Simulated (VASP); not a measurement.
# ZrIn (P4/mmm) in VASP: notebook

The runs below take ZrIn through single point, with LDA.

Program: VASP 6.6.1. These are calculated values, not measurements. Logs are shortened: lines on timing, memory, paths and dates and some standing lists are left out, and cuts for length are marked.

### 1 The cell of the first run

The structure is tetragonal, space group P4/mmm (No. 123). The conventional cell has a = 2.410 Å, b = 2.410 Å, c = 3.783 Å, α = 90.00°, β = 90.00°, γ = 90.00°. Within 3.2 Å of Zr (site symmetry 4/mmm) lie 4 Zr at 2.41 Å and 8 In at 2.55 Å. Within 3.2 Å of In (site symmetry 4/mmm) lie 4 In at 2.41 Å and 8 Zr at 2.55 Å.

### 2 Single point, LDA (10.98 Å³/atom)

INCAR reads:

```
PREC = Accurate
ENCUT = 520
EDIFF = 1E-7
ISMEAR = -1
SIGMA = 0.05
LREAL = F
LASPH = T
NELM = 80
ALGO = Normal
ISIF = 2
LWAVE = F
LCHARG = F
GGA = CA
NBANDS = 20
```

KPOINTS reads:

```
regular mesh
0
Gamma
  12 12 8
```

POSCAR reads:

```
ZrIn
1.0
    2.4095787582      0.0000000000      0.0000000000
    0.0000000000      2.4095787582      0.0000000000
    0.0000000000      0.0000000000      3.7834381133
Zr In
1 1
Direct
    0.0000000000      0.0000000000      0.0000000000
    0.5000000000      0.5000000000      0.5000000000
```

Potentials or basis: VASP PAW LDA potentials, release 64 (Zr_sv, In_d).

Launch:

```sh
$ cat potpaw_LDA.64/Zr_sv/POTCAR potpaw_LDA.64/In_d/POTCAR > POTCAR
$ mpirun -np 1 vasp_std > vasp.out
```

OUTCAR:

```text
PREC = Accurate
   ENCUT = 520
   EDIFF = 1E-7
   ISMEAR = -1
   LREAL = F
   LASPH = T
   NELM = 80
   ISIF = 2
   GGA = CA

 ion  position               nearest neighbor table
   1  0.000  0.000  0.000-   2 2.55   2 2.55   2 2.55   2 2.55   2 2.55   2 2.55   2 2.55   2 2.55

   2  0.500  0.500  0.500-   1 2.55   1 2.55   1 2.55   1 2.55   1 2.55   1 2.55   1 2.55   1 2.55

  LATTYP: Found a simple tetragonal cell.
 ALAT       =     2.4095787582
 C/A-ratio  =     1.5701657812

  Lattice vectors:

 A1 = (   2.4095787582,   0.0000000000,   0.0000000000)
 A2 = (   0.0000000000,   2.4095787582,   0.0000000000)
 A3 = (   0.0000000000,   0.0000000000,   3.7834381133)

Analysis of symmetry for initial positions (statically):
=====================================================================
 Subroutine PRICEL returns:
 Original cell was already a primitive cell.

 Routine SETGRP: Setting up the symmetry group for a
 simple tetragonal supercell.

 Subroutine GETGRP returns: Found 16 space group operations
 (whereof 16 operations were pure point group operations)
 out of a pool of 16 trial point group operations.

The static configuration has the point symmetry D_4h.

Analysis of symmetry for dynamics (positions and initial velocities):
=====================================================================
 Subroutine PRICEL returns:
 Original cell was already a primitive cell.

 Routine SETGRP: Setting up the symmetry group for a
 simple tetragonal supercell.

 Subroutine GETGRP returns: Found 16 space group operations
 (whereof 16 operations were pure point group operations)
 out of a pool of 16 trial point group operations.

The dynamic configuration has the point symmetry D_4h.

 Subroutine INISYM returns: Found 16 space group operations
 (whereof 16 operations are pure point group operations),
 and found     1 'primitive' translations

----------------------------------------------------------------------------------------

                                     Primitive cell

  volume of cell :      21.9669

  direct lattice vectors                    reciprocal lattice vectors
     2.409578758  0.000000000  0.000000000     0.415010299  0.000000000  0.000000000
     0.000000000  2.409578758  0.000000000     0.000000000  0.415010299  0.000000000
     0.000000000  0.000000000  3.783438113     0.000000000  0.000000000  0.264309861

  length of vectors
     2.409578758  2.409578758  3.783438113     0.415010299  0.415010299  0.264309861

  position of ions in fractional coordinates (direct lattice)
     0.000000000  0.000000000  0.000000000
     0.500000000  0.500000000  0.500000000

  ion indices of the primitive-cell ions
   primitive index   ion index
                 1           1
                 2           2

----------------------------------------------------------------------------------------

 KPOINTS: regular mesh

Automatic generation of k-mesh.
 Grid dimensions read from file:
 generate k-points for:   12   12    8

 Generating k-lattice:

  Cartesian coordinates                     Fractional coordinates (reciprocal lattice)
     0.034584192  0.000000000  0.000000000     0.083333333  0.000000000  0.000000000
     0.000000000  0.034584192  0.000000000     0.000000000  0.083333333  0.000000000
     0.000000000  0.000000000  0.033038733     0.000000000  0.000000000  0.125000000

  Length of vectors
     0.034584192  0.034584192  0.033038733

  Shift w.r.t. Gamma in fractional coordinates (k-lattice)
     0.000000000  0.000000000  0.000000000

 Subroutine IBZKPT returns following result:
 ===========================================

 Found    140 irreducible k-points:

 Following reciprocal coordinates:
            Coordinates               Weight
  0.000000  0.000000  0.000000      1.000000
  0.083333  0.000000  0.000000      4.000000
  0.166667  0.000000  0.000000      4.000000
  0.250000  0.000000  0.000000      4.000000
  0.333333  0.000000  0.000000      4.000000
  0.416667  0.000000  0.000000      4.000000
[... 16 lines left out ...]
  0.333333  0.333333  0.000000      4.000000
  0.416667  0.333333  0.000000      8.000000
 [... further k-points ...]
   k-points           NKPTS =    140   k-points in BZ     NKDIM =    140   number of bands    NBANDS=     20
   number of dos      NEDOS =    301   number of ions     NIONS =      2
   total plane-waves  NPLWV =   9072
   dimension x,y,z NGX =    18 NGY =   18 NGZ =   28
   dimension x,y,z NGXF=    36 NGYF=   36 NGZF=   56
   ions per type =               1   1
   NGX,Y,Z   is equivalent  to a cutoff of  12.42, 12.42, 12.30 a.u.
   NGXF,Y,Z  is equivalent  to a cutoff of  24.84, 24.84, 24.61 a.u.
 SYSTEM =  unknown system
   PREC   = accura    normal or accurate (medium, high low for compatibility)
   ISTART =      0    job   : 0-new  1-cont  2-samecut
   ICHARG =      2    charge: 1-file 2-atom 10-const
   ISPIN  =      1    spin polarized calculation?
   LNONCOLLINEAR =      F non collinear calculations
   LSORBIT =      F    spin-orbit coupling
   LASPH  =      T    aspherical Exc in radial PAW
   ENCUT  =  520.0 eV  38.22 Ry    6.18 a.u.   4.48  4.48  7.03*2*pi/ulx,y,z
   NELM   =     80;   NELMIN=  2; NELMDL= -5     # of ELM steps
   EDIFF  = 0.1E-06   stopping-criterion for ELM
   LREAL  =      F    real-space projection
   EDIFFG = 0.1E-05   stopping-criterion for IOM
   NSW    =      0    number of steps for IOM
   IBRION =     -1    ionic relax: 0-MD 1-quasi-New 2-CG
   NFREE  =      0    steps in history (QN), initial steepest desc. (CG)
   ISIF   =      2    stress and relaxation
   ISYM   =      2    0-nonsym 1-usesym 2-fastsym
   POTIM  = 0.5000    time-step for ionic-motion
   TEBEG  =    0.0;   TEEND  =   0.0 temperature during run
   PSTRESS=    0.0 pullay stress
   NELECT =      25.0000    total number of electrons
   NUPDOWN=      -1.0000    fix difference up-down
   EMIN   =  10.00;   EMAX   =-10.00  energy-range for DOS
   EFERMI =   0.00;   METHOD = LEGACY
   ISMEAR =    -1;   SIGMA  =   0.05  broadening in eV -4-tet -1-fermi 0-gaus
   EFERMI_NEDOS =   21; number of points for ismear=-14 and -15
   IALGO  =     38    algorithm
   IMIX   =      4    mixing-type and parameters
     AMIX     =   0.40;   BMIX     =  1.00
     AMIX_MAG =   1.60;   BMIX_MAG =  1.00
  volume/ion in A,a.u.               =      10.98        74.12
  Fermi-wavevector in a.u.,A,eV,Ry     =   1.709222  3.229962 39.748614  2.921441
  Thomas-Fermi vector in A             =   2.787746
   LORBIT       =      0    0 simple, 1 ext, 2 COOP (PROOUT), +10 PAW based schemes
   GGA     = CA    functional components
   LHFCALC =     F    Hartree Fock is set to
   AEXX    =    0.0000 exact exchange contribution
   IVDW    =     0    specifies the selected vdW correction
   LEPSILON=     F    determine dielectric tensor
   LRPA    =     F    only Hartree local field effects (RPA)
 non-spin polarized calculation
  energy-cutoff  :      520.00
  volume of cell :       21.97
 maximum number of plane-waves:       609
 NGX is ok and might be reduce to    18
   NGX =  9   NGY =  9   NGZ = 15

 number of electron      24.9999998 magnetization

 Free energy of the ion-electron system (eV)
  ---------------------------------------------------
  ext. energy  EPLUGINS =         0.00000000
  ---------------------------------------------------
  free energy    TOTEN  =        -3.88482514 eV

  energy without entropy =       -3.87643501  energy(sigma->0) =       -3.88063007

 E-fermi :  21.7704     XC(G=0): -15.3147

 val. band max:       21.7378614741   @ k =   0.2500   0.2500   0.3750
 cond. band min:      21.7752618746   @ k =   0.3333   0.0833   0.2500
 fundamental gap:      0.0374004005
 Fermi energy:        21.7704121607

 k-point     1 :       0.0000    0.0000    0.0000
  band No.  band energies     occupation
      1     -27.2056      2.00000
      2      -6.0113      2.00000
      3      -2.6823      2.00000
      4      -2.6823      2.00000
      5       2.2692      2.00000
      6       3.0232      2.00000
[... 12 lines left out ...]
     19      32.8660      0.00000
     20      35.5011      0.00000

 k-point     2 :       0.0833    0.0000    0.0000
  band No.  band energies     occupation
      1     -27.1449      2.00000
      2      -5.9747      2.00000
      3      -3.1480      2.00000
      4      -2.6473      2.00000
      5       2.3818      2.00000
      6       3.1605      2.00000
[... 12 lines left out ...]
     19      33.7673      0.00000
     20      35.4541      0.00000

 k-point     3 :       0.1667    0.0000    0.0000
  band No.  band energies     occupation
      1     -26.9745      2.00000
      2      -5.8742      2.00000
      3      -4.2923      2.00000
      4      -2.5506      2.00000
      5       2.5952      2.00000
      6       3.6234      2.00000
[... 12 lines left out ...]
     19      35.1097      0.00000
     20      35.5171      0.00000

 k-point     4 :       0.2500    0.0000    0.0000
  band No.  band energies     occupation
      1     -26.7305      2.00000
      2      -5.7360      2.00000
      3      -5.6551      2.00000
      4      -2.4161      2.00000
      5       2.7841      2.00000
      6       4.3533      2.00000
[... 12 lines left out ...]
     19      36.6580      0.00000
     20      37.0610      0.00000

 k-point     5 :       0.3333    0.0000    0.0000
  band No.  band energies     occupation
      1     -26.4717      2.00000
      2      -6.8716      2.00000
      3      -5.5970      2.00000
      4      -2.2788      2.00000
      5       2.9371      2.00000
      6       4.6549      2.00000
[... 12 lines left out ...]
     19      37.1001      0.00000
     20      38.5451      0.00000

 k-point     6 :       0.4167    0.0000    0.0000
  band No.  band energies     occupation
      1     -26.2717      2.00000
      2      -7.6997      2.00000
      3      -5.4950      2.00000
      4      -2.1765      2.00000
      5       3.0415      2.00000
      6       4.5845      2.00000
[... 12 lines left out ...]
     19      37.9251      0.00000
     20      38.4027      0.00000

 k-point     7 :       0.5000    0.0000    0.0000
  band No.  band energies     occupation
      1     -26.1959      2.00000
      2      -7.9928      2.00000
      3      -5.4576      2.00000
      4      -2.1386      2.00000
      5       3.0791      2.00000
      6       4.5645      2.00000
[... 12 lines left out ...]
     19      37.8712      0.00000
     20      38.9144      0.00000
[... 277 lines left out ...]
 k-point    20 :       0.3333    0.2500    0.0000
  band No.  band energies     occupation
      1     -26.0185      2.00000
      2      -6.3873      2.00000
      3      -5.1290      2.00000
      4      -4.9674      2.00000
      5       3.8587      2.00000
      6       4.1347      2.00000
[... 12 lines left out ...]
     19      36.3271      0.00000
     20      36.4478      0.00000

 k-point    21 :       0.4167    0.2500    0.0000
  band No.  band energies     occupation
      1     -25.8251      2.00000
      2      -7.1821      2.00000
      3      -4.9696      2.00000
      4      -4.7911      2.00000
      5       3.6184      2.00000
      6       4.0795      2.00000
[... 12 lines left out ...]
     19      36.0219      0.00000
     20      36.6739      0.00000

 k-point    22 :       0.5000    0.2500    0.0000
  band No.  band energies     occupation
      1     -25.7519      2.00000
      2      -7.4646      2.00000
      3      -4.9101      2.00000
      4      -4.7240      2.00000
      5       3.5320      2.00000
      6       4.1044      2.00000
[... 12 lines left out ...]
     19      36.6580      0.00000
     20      36.7150      0.00000

 k-point    23 :       0.3333    0.3333    0.0000
  band No.  band energies     occupation
      1     -25.7727      2.00000
      2      -6.1962      2.00000
      3      -6.0330      2.00000
      4      -4.8738      2.00000
      5       3.4279      2.00000
      6       3.9013      2.00000
[... 12 lines left out ...]
     19      36.0975      0.00000
     20      36.5921      0.00000

 k-point    24 :       0.4167    0.3333    0.0000
  band No.  band energies     occupation
      1     -25.5831      2.00000
      2      -6.8996      2.00000
      3      -5.9071      2.00000
      4      -4.6764      2.00000
      5       3.1339      2.00000
      6       3.7943      2.00000
[... 12 lines left out ...]
     19      36.2088      0.00000
     20      36.2118      0.00000

 [... further k-points ...]

------------------------ aborting loop because EDIFF is reached ----------------------------------------

  FORCE on cell =-STRESS in cart. coord.  units (eV):
  Direction    XX          YY          ZZ          XY          YZ          ZX
  --------------------------------------------------------------------------------------
  -------------------------------------------------------------------------------------
  Total       37.1573052     37.1573052     37.1857917      0.0000000      0.0000000      0.0000000
  in kB     2710.1036757   2710.1036757   2712.1813689      0.0000000      0.0000000      0.0000000
  external PRESSURE =    2710.7962401 kB  Pullay stress =       0.0000000 kB

 VOLUME and BASIS-vectors are now :
 -----------------------------------------------------------------------------
  energy-cutoff  :      520.00
  volume of cell :       21.97
      direct lattice vectors                 reciprocal lattice vectors
     2.409578758  0.000000000  0.000000000     0.415010299  0.000000000  0.000000000
     0.000000000  2.409578758  0.000000000     0.000000000  0.415010299  0.000000000
     0.000000000  0.000000000  3.783438113     0.000000000  0.000000000  0.264309861

 POSITION                                       TOTAL-FORCE (eV/Angst)
 -----------------------------------------------------------------------------------
      0.00000      0.00000      0.00000         0.000000      0.000000      0.000000
      1.20479      1.20479      1.89172         0.000000      0.000000      0.000000
 -----------------------------------------------------------------------------------
    total drift:                                0.000000     -0.000000     -0.000000

  FREE ENERGIE OF THE ION-ELECTRON SYSTEM (eV)
  ---------------------------------------------------
  free  energy   TOTEN  =        -3.8848251388 eV

  energy  without entropy=       -3.8764350062  energy(sigma->0) =       -3.88063007
```

Run time: 27 s. Hardware: 1 thread of AMD EPYC 9R45 (Zen 5), shared host; peak memory 0.13 GiB.

What came out:

- Free energy: -3.8848 eV
- Pressure: 271.1 GPa
- Band gap on the k mesh: zero (an odd number of electrons rules out a gap without spin polarisation)

Caveat: the cell stands under pressure; spin-orbit coupling is left out, which moves the levels of the heavy elements.

(Part 1 of 2 ends here.)

The gap in the log of VASP goes by the Fermi energy; the results here count the filled bands.